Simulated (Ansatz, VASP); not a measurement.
## Co in VASP and in Ansatz

The input INCAR:

```
SYSTEM = Co
PREC = Accurate
ENCUT = 600
EDIFF = 1E-6
ISMEAR = -1
SIGMA = 0.1
LREAL = .False.
LASPH = .True.
NELM = 120
ALGO = Normal
ISIF = 2
LWAVE = .False.
LCHARG = .True.
GGA = PS
LELF = .True.
LVHAR = .True.
NBANDS = 16
GGA_COMPAT = .False.
```

File KPOINTS:

```
Automatic mesh
0
Gamma
  13 13 13
  0 0 0
```

Contents of POSCAR:

```
Co
1.0
    0.0000000000      2.3232832453      2.3232832453
    2.3232832453      0.0000000000      2.3232832453
    2.3232832453      2.3232832453      0.0000000000
Co
2
Direct
    0.1250000000      0.1250000000      0.1250000000
    0.8750000000      0.8750000000      0.8750000000
```

Input for Ansatz:

```yaml
crystal:
  lattice:
    - [0.0, 2.3232832453, 2.3232832453]
    - [2.3232832453, 0.0, 2.3232832453]
    - [2.3232832453, 2.3232832453, 0.0]
  atoms:
    - { symbol: Co, position: [0.125, 0.125, 0.125] }
    - { symbol: Co, position: [0.875, 0.875, 0.875] }
hamiltonian:
  xc: pbesol
  pseudopotentials:
    kind: paw
    azcp:
      Co: "pseudopotentials/Co.paw.azcp"
basis:
  ecutwfc: 420
  fft_grid_basis: typed
kpoints:
  mp_grid: { grid: [13, 13, 13], shift: [0, 0, 0] }
magnetization:
  spin_polarized: false
scf:
  occupations: { method: fermi_dirac, width: 0.1 }
  lower_state_search: "off"
output:
  stress: true
```

Alike in both runs: task single point; functional PBEsol; k mesh 13 × 13 × 13; occupations fermi-dirac, width 0.1 eV; no spin polarisation.

```csv
,VASP,Ansatz
version,VASP 6.6.1,Ansatz 0.2.0
potentials or method,"VASP PAW PBE potentials, release 64 (Co), cutoff 600 eV","plane waves (420 eV) with PAW, scalar-relativistic"
valence electrons in the cell,18,34
```

|  | VASP | Ansatz | Ansatz less VASP |
| --- | --- | --- | --- |
| pressure (GPa) | 22.2 | 25.7 | +3.44 |

VASP's potentials were made for PBE, not for PBEsol, and Ansatz warns of the same on its side. VASP's potentials hold 18 valence electrons a cell and Ansatz's 34, so a difference there can come from the potentials and not from the codes.
